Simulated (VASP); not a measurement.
# MgS (P1) in VASP: further runs

Runs on MgS. Level: PBE-based screened hybrid with 25 % exact exchange. Tasks: single point.

Everything below comes from runs of VASP 6.6.1. Logs are shortened: lines on timing, memory, paths and dates and some standing lists are left out, and cuts for length are marked.

## Step 1: The cell of the first run

The typed cell holds 2 atoms: a = 3.698 Å, b = 4.001 Å, c = 4.358 Å, α = 52.95°, β = 65.39°, γ = 58.75°.

## Step 2: Single point, PBE-based screened hybrid with 25 % exact exchange

The input, POSCAR:

```
MgS
1.0
    0.0667560700      2.5184650300      2.7068920500
    3.0521833800      0.1936562600      2.5799918600
    3.3922924900      2.7316739500     -0.1464528500
Mg S
1 1
Direct
    0.9960441600      0.0048933100      0.0057007100
    0.7539558400      0.7451066900      0.7442992900
```

The input, INCAR.step1:

```
SYSTEM = MgS
  PREC = Accurate
  ENCUT = 520
  EDIFF = 1E-5
  ISMEAR = -1
  SIGMA = 0.05
  LREAL = .False.
  LASPH = .True.
  NELM = 60
  ALGO = Normal
  ISIF = 2
  LWAVE = .True.
  NBANDS = 11
  GGA = PE
```

The input, INCAR.step2:

```
SYSTEM = MgS
  PREC = Accurate
  ENCUT = 520
  EDIFF = 1E-6
  ISMEAR = -1
  SIGMA = 0.05
  LREAL = .False.
  LASPH = .True.
  NELM = 60
  ALGO = Normal
  ISIF = 2
  LWAVE = .False.
  LCHARG = .True.
  GGA = PE
  LHFCALC = .True.
  AEXX = 0.25
  HFSCREEN = 0.2
  PRECFOCK = Normal
  LELF = .True.
  LVHAR = .True.
  NBANDS = 11
  ISTART = 1
```

The input, KPOINTS:

```
regular mesh
0
Gamma
  5 5 4
  0 0 0
```

Potentials or basis: VASP PAW PBE potentials, release 64 (Mg, S).

Run with:

```sh
$ cat potpaw_PBE.64/Mg/POTCAR potpaw_PBE.64/S/POTCAR > POTCAR
$ cp INCAR.step1 INCAR
$ mpirun -np 1 vasp_std > vasp.out
$ cp INCAR.step2 INCAR
$ mpirun -np 1 vasp_std > vasp.out
```

OUTCAR:

```text
SYSTEM = MgS
   PREC = Accurate
   ENCUT = 520
   EDIFF = 1E-6
   ISMEAR = -1
   LREAL = .False.
   LASPH = .True.
   NELM = 60
   ISIF = 2
   GGA = PE
   LHFCALC = .True.
   AEXX = 0.25
   HFSCREEN = 0.2
   PRECFOCK = Normal
   ISTART = 1

 ion  position               nearest neighbor table
   1  0.996  0.005  0.006-   2 2.21   2 2.45   2 2.53   2 2.60
   2  0.754  0.745  0.744-   1 2.21   1 2.45   1 2.53   1 2.60

  LATTYP: Found a triclinic cell.
 ALAT       =     6.1157518974
 B/A-ratio  =     0.6116035524
 C/A-ratio  =     1.5641480424
 COS(alpha) =     0.0165456949
 COS(beta)  =     0.5650085832
 COS(gamma) =     0.8100279624

  Lattice vectors:

 A1 = (  -2.6453182000,   4.8628264600,  -2.5995445200)
 A2 = (   0.3401091100,   2.5380176900,  -2.7264447100)
 A3 = (  -9.3631471100,   1.9179435900,   0.4002532300)

Analysis of symmetry for initial positions (statically):
=====================================================================
 Subroutine PRICEL returns:
 Original cell was already a primitive cell.

 Routine SETGRP: Setting up the symmetry group for a
 triclinic supercell.

 Subroutine GETGRP returns: Found  1 space group operations
 (whereof  1 operations were pure point group operations)
 out of a pool of  2 trial point group operations.

The static configuration has the point symmetry C_1 .

Analysis of symmetry for dynamics (positions and initial velocities):
=====================================================================
 Subroutine PRICEL returns:
 Original cell was already a primitive cell.

 Routine SETGRP: Setting up the symmetry group for a
 triclinic supercell.

 Subroutine GETGRP returns: Found  1 space group operations
 (whereof  1 operations were pure point group operations)
 out of a pool of  2 trial point group operations.

The dynamic configuration has the point symmetry C_1 .

 Subroutine INISYM returns: Found  1 space group operations
 (whereof  1 operations are pure point group operations),
 and found     1 'primitive' translations

----------------------------------------------------------------------------------------

                                     Primitive cell

  volume of cell :      43.4859

  direct lattice vectors                    reciprocal lattice vectors
     0.066756070  2.518465030  2.706892050    -0.162720929  0.211542094  0.176623683
     3.052183380  0.193656260  2.579991860     0.178522041 -0.211387060  0.192269762
     3.392292490  2.731673950 -0.146452850     0.137364512  0.186030643 -0.176468649

  length of vectors
     3.697889540  4.001210333  4.357882438     0.320037629  0.336930660  0.290891034

  position of ions in fractional coordinates (direct lattice)
     0.996044160  0.004893310  0.005700710
     0.753955840  0.745106690  0.744299290

  ion indices of the primitive-cell ions
   primitive index   ion index
                 1           1
                 2           2

----------------------------------------------------------------------------------------

 KPOINTS: regular mesh

Automatic generation of k-mesh.
 Grid dimensions read from file:
 generate k-points for:    5    5    4

 Generating k-lattice:

  Cartesian coordinates                     Fractional coordinates (reciprocal lattice)
    -0.032544186  0.042308419  0.035324737     0.200000000  0.000000000 -0.000000000
     0.035704408 -0.042277412  0.038453952     0.000000000  0.200000000 -0.000000000
     0.034341128  0.046507661 -0.044117162     0.000000000  0.000000000  0.250000000

  Length of vectors
     0.064007526  0.067386132  0.072722758

  Shift w.r.t. Gamma in fractional coordinates (k-lattice)
     0.000000000  0.000000000  0.000000000

 Subroutine IBZKPT returns following result:
 ===========================================

 Found     51 irreducible k-points:

 Following reciprocal coordinates:
            Coordinates               Weight
  0.000000  0.000000  0.000000      1.000000
  0.200000 -0.000000  0.000000      2.000000
  0.400000  0.000000  0.000000      2.000000
  0.000000  0.200000 -0.000000      2.000000
  0.200000  0.200000 -0.000000      2.000000
  0.400000  0.200000  0.000000      2.000000
[... 16 lines left out ...]
 -0.200000  0.200000  0.250000      2.000000
 -0.000000  0.400000  0.250000      2.000000
 [... further k-points ...]
   k-points           NKPTS =     51   k-points in BZ     NKDIM =    100   number of bands    NBANDS=     11
   number of dos      NEDOS =    301   number of ions     NIONS =      2
   total plane-waves  NPLWV =  26880
   dimension x,y,z NGX =    28 NGY =   30 NGZ =   32
   dimension x,y,z NGXF=    56 NGYF=   60 NGZF=   64
   ions per type =               1   1
   NGX,Y,Z   is equivalent  to a cutoff of  12.59, 12.46, 12.21 a.u.
   NGXF,Y,Z  is equivalent  to a cutoff of  25.18, 24.93, 24.41 a.u.
 SYSTEM =  MgS
   PREC   = accura    normal or accurate (medium, high low for compatibility)
   ISTART =      1    job   : 0-new  1-cont  2-samecut
   ICHARG =      0    charge: 1-file 2-atom 10-const
   ISPIN  =      1    spin polarized calculation?
   LNONCOLLINEAR =      F non collinear calculations
   LSORBIT =      F    spin-orbit coupling
   LASPH  =      T    aspherical Exc in radial PAW
   ENCUT  =  520.0 eV  38.22 Ry    6.18 a.u.   6.88  7.44  8.10*2*pi/ulx,y,z
   NELM   =     60;   NELMIN=  2; NELMDL=  0     # of ELM steps
   EDIFF  = 0.1E-05   stopping-criterion for ELM
   LREAL  =      F    real-space projection
   EDIFFG = 0.1E-04   stopping-criterion for IOM
   NSW    =      0    number of steps for IOM
   IBRION =     -1    ionic relax: 0-MD 1-quasi-New 2-CG
   NFREE  =      0    steps in history (QN), initial steepest desc. (CG)
   ISIF   =      2    stress and relaxation
   ISYM   =      3    0-nonsym 1-usesym 2-fastsym
   POTIM  = 0.5000    time-step for ionic-motion
   TEBEG  =    0.0;   TEEND  =   0.0 temperature during run
   PSTRESS=    0.0 pullay stress
   NELECT =       8.0000    total number of electrons
   NUPDOWN=      -1.0000    fix difference up-down
   EMIN   =  10.00;   EMAX   =-10.00  energy-range for DOS
   EFERMI =   0.00;   METHOD = LEGACY
   ISMEAR =    -1;   SIGMA  =   0.05  broadening in eV -4-tet -1-fermi 0-gaus
   EFERMI_NEDOS =   21; number of points for ismear=-14 and -15
   IALGO  =     38    algorithm
   IMIX   =      1    mixing-type and parameters
     AMIX     =   0.40;   BMIX     =  1.00
     AMIX_MAG =   1.60;   BMIX_MAG =  1.00
  volume/ion in A,a.u.               =      21.74       146.73
  Fermi-wavevector in a.u.,A,eV,Ry     =   0.931084  1.759494 11.795126  0.866917
  Thomas-Fermi vector in A             =   2.057540
   LORBIT       =      0    0 simple, 1 ext, 2 COOP (PROOUT), +10 PAW based schemes
   GGA     = PE    functional components
   LHFCALC =     T    Hartree Fock is set to
   PRECFOCK=normal    Normal, Fast or Accurate (Low or Medium for compatibility)
   ENCUT4O =  -1.0   cutoff for four orbital integrals eV
   NKREDX  =     1    reduce k-point grid by
   NKREDY  =     1    reduce k-point grid by
   NKREDZ  =     1    reduce k-point grid by
   AEXX    =    0.2500 exact exchange contribution
   HFSCREEN=    0.2000 screening length (either q_TF or 0.3 A-1)
   HFSCREENC=   0.2000 screening length for correlation (either q_TF or 0.3 A-1)
   ENCUTFOCK=  -1.0 apply spherical cutoff to Coloumb kernel
   IVDW    =     0    specifies the selected vdW correction
   LEPSILON=     F    determine dielectric tensor
   LRPA    =     F    only Hartree local field effects (RPA)
 non-spin polarized calculation
  energy-cutoff  :      520.00
  volume of cell :       43.49
 maximum number of plane-waves:      1188
  NGX = 24; NGY = 24; NGZ = 28

 number of electron       8.0000000 magnetization

 Free energy of the ion-electron system (eV)
  ---------------------------------------------------
  ext. energy  EPLUGINS =         0.00000000
  ---------------------------------------------------
  free energy    TOTEN  =        -9.48076791 eV

  energy without entropy =       -9.48076791  energy(sigma->0) =       -9.48076791

 E-fermi :   2.2379     XC(G=0):  -7.1557

 val. band max:        1.2012087017   @ k =  -0.0000   0.0000   0.5000
 cond. band min:       4.9768953104   @ k =   0.0000   0.0000   0.0000
 fundamental gap:      3.7756866087
 Fermi energy:         2.2378815166

 k-point     1 :       0.0000    0.0000    0.0000
  band No.  band energies     occupation
      1     -11.9327      2.00000
      2       0.2632      2.00000
      3       0.7687      2.00000
      4       1.1118      2.00000
      5       4.9769      0.00000
      6       9.0546      0.00000
      7      10.1813      0.00000
      8      11.0818      0.00000
      9      11.8721      0.00000
     10      13.6686      0.00000
     11      14.7438      0.00000

 k-point     2 :       0.2000   -0.0000    0.0000
  band No.  band energies     occupation
      1     -11.6471      2.00000
      2      -0.7543      2.00000
      3       0.2366      2.00000
      4       0.7455      2.00000
      5       6.1814      0.00000
      6       8.8473      0.00000
      7      10.2011      0.00000
      8      11.3110      0.00000
      9      11.8979      0.00000
     10      13.2009      0.00000
     11      15.6437      0.00000

 k-point     3 :       0.4000    0.0000    0.0000
  band No.  band energies     occupation
      1     -11.1036      2.00000
      2      -2.5625      2.00000
      3      -0.2494      2.00000
      4       0.8136      2.00000
      5       6.3189      0.00000
      6       8.9996      0.00000
      7      10.4548      0.00000
      8      11.2506      0.00000
      9      12.7742      0.00000
     10      14.8447      0.00000
     11      15.7721      0.00000
[... 267 lines left out ...]
 k-point    23 :      -0.2000    0.2000    0.2500
  band No.  band energies     occupation
      1     -11.1894      2.00000
      2      -2.3239      2.00000
      3      -0.2668      2.00000
      4       0.3493      2.00000
      5       7.4501      0.00000
      6       8.5088      0.00000
      7      10.1338      0.00000
      8      11.9768      0.00000
      9      13.6152      0.00000
     10      14.2422      0.00000
     11      16.5229      0.00000

 k-point    24 :      -0.0000    0.4000    0.2500
  band No.  band energies     occupation
      1     -11.1773      2.00000
      2      -2.5288      2.00000
      3      -0.0318      2.00000
      4       0.5295      2.00000
      5       6.9927      0.00000
      6       8.2664      0.00000
      7       9.3813      0.00000
      8      12.3175      0.00000
      9      13.7796      0.00000
     10      15.2700      0.00000
     11      16.6132      0.00000

 [... further k-points ...]
[... 5 lines left out ...]
  --------------------------------------------------------------------------------------
  -------------------------------------------------------------------------------------
  Total       -0.1970690      1.4358556      1.6501804     -2.3296074     -0.7712720      1.7060154
  in kB       -7.2607390     52.9021549     60.7986635    -85.8312327    -28.4164725     62.8558295
  external PRESSURE =      35.4800265 kB  Pullay stress =       0.0000000 kB

 VOLUME and BASIS-vectors are now :
 -----------------------------------------------------------------------------
  energy-cutoff  :      520.00
  volume of cell :       43.49
      direct lattice vectors                 reciprocal lattice vectors
     0.066756070  2.518465030  2.706892050    -0.162720929  0.211542094  0.176623683
     3.052183380  0.193656260  2.579991860     0.178522041 -0.211387060  0.192269762
     3.392292490  2.731673950 -0.146452850     0.137364512  0.186030643 -0.176468649

 POSITION                                       TOTAL-FORCE (eV/Angst)
 -----------------------------------------------------------------------------------
      0.10077      2.52502      2.70797        -0.992084      0.851491     -1.185663
      4.84941      4.07629      3.85424         0.992084     -0.851491      1.185663
 -----------------------------------------------------------------------------------
    total drift:                               -0.000045      0.000054      0.000093

  FREE ENERGIE OF THE ION-ELECTRON SYSTEM (eV)
  ---------------------------------------------------
  free  energy   TOTEN  =        -9.4807679056 eV

  energy  without entropy=       -9.4807679055  energy(sigma->0) =       -9.48076791
```

Wall time 20 min (1 thread of AMD EPYC 7R13 (Zen 3), shared host); peak memory 0.27 GiB.

Results:

```yaml
Free_energy: -9.4808 eV
Pressure: 3.5 GPa
Largest_force: 1.765 eV/Å
Band_gap_on_the_k_mesh: 3.78 eV (least direct gap 3.87 eV)
```

Forces on the atoms (eV/Å):
```
Mg  -0.992  0.851 -1.186
S    0.992 -0.851  1.186
```

Stress tensor (GPa, compression positive):
```
-0.73 -8.58  6.29
-8.58  5.29 -2.84
 6.29 -2.84  6.08
```

Levels at points of the mesh, in eV from the valence-band top:
```csv
k point,band 1,band 2,band 3,band 4,band 5,band 6,band 7,band 8
"(0.00, 0.00, 0.00)",-13.13,-0.94,-0.43,-0.09,3.78,7.85,8.98,9.88
"(0.00, 0.00, 0.50)",-12.46,-4.19,-1.04,0.00,6.12,8.53,9.13,10.14
```

Caveat: the k points lie up to 0.42 Å⁻¹ apart; the PAW data sets were made with another functional, which shifts forces and pressure a little; an odd mesh through Γ misses points on the zone boundary, where band edges can lie.

## Step 3: Single point, PBE-based screened hybrid with 25 % exact exchange

POSCAR is that of step 2.

The input, INCAR.step1:

```
PREC = Accurate
ENCUT = 520
EDIFF = 1E-5
ISMEAR = -1
SIGMA = 0.05
LREAL = False
LASPH = True
NELM = 60
ALGO = Normal
ISIF = 2
LWAVE = True
NBANDS = 11
GGA = PE
```

The input, INCAR.step2:

```
PREC = Accurate
ENCUT = 520
EDIFF = 1E-7
ISMEAR = -1
SIGMA = 0.05
LREAL = False
LASPH = True
NELM = 60
ALGO = Normal
ISIF = 2
LWAVE = False
LCHARG = True
GGA = PE
LHFCALC = True
AEXX = 0.25
HFSCREEN = 0.3
PRECFOCK = Normal
LELF = True
LVHAR = True
NBANDS = 11
ISTART = 1
```

The input, KPOINTS:

```
Automatic mesh
0
Gamma
  5 5 4
```

Potentials or basis: VASP PAW PBE potentials, release 64 (Mg, S).

Run with:

```sh
$ cat potpaw_PBE.64/Mg/POTCAR potpaw_PBE.64/S/POTCAR > POTCAR
$ cp INCAR.step1 INCAR
$ mpirun -np 1 vasp_std > vasp.out
$ cp INCAR.step2 INCAR
$ mpirun -np 1 vasp_std > vasp.out
```

OUTCAR:

```text
PREC = Accurate
   ENCUT = 520
   EDIFF = 1E-7
   ISMEAR = -1
   LREAL = False
   LASPH = True
   NELM = 60
   ISIF = 2
   GGA = PE
   LHFCALC = True
   AEXX = 0.25
   HFSCREEN = 0.3
   PRECFOCK = Normal
   ISTART = 1

 ion  position               nearest neighbor table
   1  0.996  0.005  0.006-   2 2.21   2 2.45   2 2.53   2 2.60
   2  0.754  0.745  0.744-   1 2.21   1 2.45   1 2.53   1 2.60

  LATTYP: Found a triclinic cell.
[... 536 lines left out ...]

 [... further k-points ...]

------------------------ aborting loop because EDIFF is reached ----------------------------------------

  FORCE on cell =-STRESS in cart. coord.  units (eV):
  Direction    XX          YY          ZZ          XY          YZ          ZX
  --------------------------------------------------------------------------------------
  -------------------------------------------------------------------------------------
  Total       -0.1623608      1.4613733      1.6763785     -2.3283704     -0.7715562      1.7053900
  in kB       -5.9819641     53.8423204     61.7638977    -85.7856551    -28.4269456     62.8327853
  external PRESSURE =      36.5414180 kB  Pullay stress =       0.0000000 kB

 VOLUME and BASIS-vectors are now :
 -----------------------------------------------------------------------------
  energy-cutoff  :      520.00
  volume of cell :       43.49
      direct lattice vectors                 reciprocal lattice vectors
     0.066756070  2.518465030  2.706892050    -0.162720929  0.211542094  0.176623683
     3.052183380  0.193656260  2.579991860     0.178522041 -0.211387060  0.192269762
     3.392292490  2.731673950 -0.146452850     0.137364512  0.186030643 -0.176468649

 POSITION                                       TOTAL-FORCE (eV/Angst)
 -----------------------------------------------------------------------------------
      0.10077      2.52502      2.70797        -0.991711      0.852184     -1.186940
      4.84941      4.07629      3.85424         0.991711     -0.852184      1.186940
 -----------------------------------------------------------------------------------
    total drift:                               -0.000052      0.000074      0.000072

  FREE ENERGIE OF THE ION-ELECTRON SYSTEM (eV)
  ---------------------------------------------------
  free  energy   TOTEN  =        -9.2461111201 eV

  energy  without entropy=       -9.2461111201  energy(sigma->0) =       -9.24611112
```

OSZICAR.step1:

```text
N       E                     dE             d eps       ncg     rms          rms(c)
DAV:   1     0.247713448508E+02    0.24771E+02   -0.33585E+03  1122   0.573E+02
DAV:   2    -0.675837107879E+01   -0.31530E+02   -0.30065E+02  1392   0.995E+01
DAV:   3    -0.868108654107E+01   -0.19227E+01   -0.19199E+01  1408   0.264E+01
DAV:   4    -0.869578982141E+01   -0.14703E-01   -0.14702E-01  1331   0.280E+00
DAV:   5    -0.869595957594E+01   -0.16975E-03   -0.16975E-03  1443   0.293E-01    0.433E+00
DAV:   6    -0.813355453421E+01    0.56241E+00   -0.12957E+00  1247   0.433E+00    0.327E+00
DAV:   7    -0.808196686823E+01    0.51588E-01   -0.32184E-01  1374   0.237E+00    0.259E+00
DAV:   8    -0.808758913362E+01   -0.56223E-02   -0.26293E-02  1209   0.948E-01    0.132E+00
DAV:   9    -0.808647376584E+01    0.11154E-02   -0.31764E-03  1242   0.276E-01    0.365E-01
DAV:  10    -0.808667494991E+01   -0.20118E-03   -0.53161E-04  1263   0.116E-01    0.586E-02
DAV:  11    -0.808669096928E+01   -0.16019E-04   -0.53489E-05  1334   0.350E-02    0.133E-02
DAV:  12    -0.808669503377E+01   -0.40645E-05   -0.41236E-06  1072   0.119E-02
   1 F= -.80866950E+01 E0= -.80866950E+01  d E =-.103930E-09
```

Wall time 26 min (1 thread of AMD EPYC 7R13 (Zen 3), shared host); peak memory 0.27 GiB.

Results:

* Free energy: -9.2461 eV
* Pressure: 3.7 GPa
* Largest force: 1.766 eV/Å
* Band gap on the k mesh: 3.55 eV (least direct gap 3.64 eV)

Forces on the atoms (eV/Å):
```
Mg  -0.992  0.852 -1.187
S    0.992 -0.852  1.187
```

Stress tensor (GPa, compression positive):
```
-0.60 -8.58  6.28
-8.58  5.38 -2.84
 6.28 -2.84  6.18
```

Caveat: the k points lie up to 0.42 Å⁻¹ apart; the PAW data sets were made with another functional, which shifts forces and pressure a little; an odd mesh through Γ misses points on the zone boundary, where band edges can lie.
